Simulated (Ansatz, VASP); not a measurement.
# SiC in VASP and in Ansatz

POSCAR

```
SiC
1.0
   -0.0678959875      2.1972784576      2.1972784576
    2.1972784576     -0.0678959875      2.1972784576
    2.1972784576      2.1972784576     -0.0678959875
Si C
1 1
Direct
   -0.0010698463     -0.0010698463     -0.0010698463
    0.2510698463      0.2510698463      0.2510698463
```

INCAR.step1

```
ALGO     = Normal         # electronic algorithm
EDIFF    = 1E-4           # SCF threshold, eV
ENCUT    = 520            # plane-wave cutoff, eV
GGA      = PE             # functional
ISMEAR   = 0              # smearing method
LASPH    = True           # aspherical terms in the spheres
LCHARG   = False          # write CHGCAR
LREAL    = False          # projectors in reciprocal space
LWAVE    = True           # write WAVECAR
NBANDS   = 11             # bands
NELM     = 100            # most SCF steps
PREC     = Accurate       # precision mode
SIGMA    = 0.01           # smearing width, eV
```

Contents of INCAR.step2:

```
ALGO     = Normal         # electronic algorithm
EDIFF    = 1E-6           # SCF threshold, eV
ENCUT    = 520            # plane-wave cutoff, eV
ISIF     = 2              # what is computed and relaxed
ISMEAR   = 0              # smearing method
ISTART   = 1            
LASPH    = True           # aspherical terms in the spheres
LCHARG   = False          # write CHGCAR
LMIXTAU  = True         
LREAL    = False          # projectors in reciprocal space
LWAVE    = False          # write WAVECAR
METAGGA  = R2SCAN         # meta-GGA
NBANDS   = 11             # bands
NELM     = 100            # most SCF steps
PREC     = Accurate       # precision mode
SIGMA    = 0.01           # smearing width, eV
```

The input KPOINTS:

```
k-points
0
Gamma
  10 10 10
```

Input for Ansatz:

```yaml
crystal:
  lattice:
    - [-0.0678959875, 2.1972784576, 2.1972784576]
    - [2.1972784576, -0.0678959875, 2.1972784576]
    - [2.1972784576, 2.1972784576, -0.0678959875]
  atoms:
    - { symbol: Si, position: [-0.0010698463, -0.0010698463, -0.0010698463] }
    - { symbol: C, position: [0.2510698463, 0.2510698463, 0.2510698463] }
kpoints:
  mp_grid: { grid: [10, 10, 10] }
  band_path:
    path:
      - [0.0, 0.0, 0.0]
      - [-0.5, -0.5, 0.0]
      - [-0.375, -0.375, 0.25]
      - [-0.375, 0.0, 0.375]
      - [0.0, 0.0, 0.5]
      - [-0.5, -0.25, 0.25]
      - [0.0, 0.5, 0.5]
    npoints: 1
hamiltonian:
  xc: r2scan
scf:
  occupations: { method: fixed }
  n_extra_bands: 4
output:
  forces: true
  stress: true
  eigenvalues: true
  write_density: true
  write_potential: true
  elf: true
  volumetric_format: npy
```

Change from the starting cell: epitaxial_111 strain +4.0%.

Alike in both runs: task single point; functional r2SCAN; k mesh 10 × 10 × 10; no spin polarisation.

|  | VASP | Ansatz |
| --- | --- | --- |
| version | VASP 6.6.1 | Ansatz 0.2.0 |
| potentials or method | VASP PAW PBE potentials, release 64 (Si, C) | plane waves, PAW |
| plane-wave cutoff (eV) | 520 | 500 |
| occupations | gaussian, width 0.01 eV | fixed |
| valence electrons in the cell | 8 | 8 |

```tsv
	VASP	Ansatz	Ansatz less VASP
gap on the k mesh at the Fermi level (eV)	1.50	1.49	-0.008
pressure (GPa)	-13.9	-13.8	+0.12
traceless stress, the component that is largest in VASP (GPa)	6.95	6.91	-0.035
rms of the force components (eV/Å)	0.002	0.003	+0.0010
```

VASP's potentials were made for PBE, not for r2SCAN. Atom by atom the forces differ by 0.001 eV/Å (rms over components).
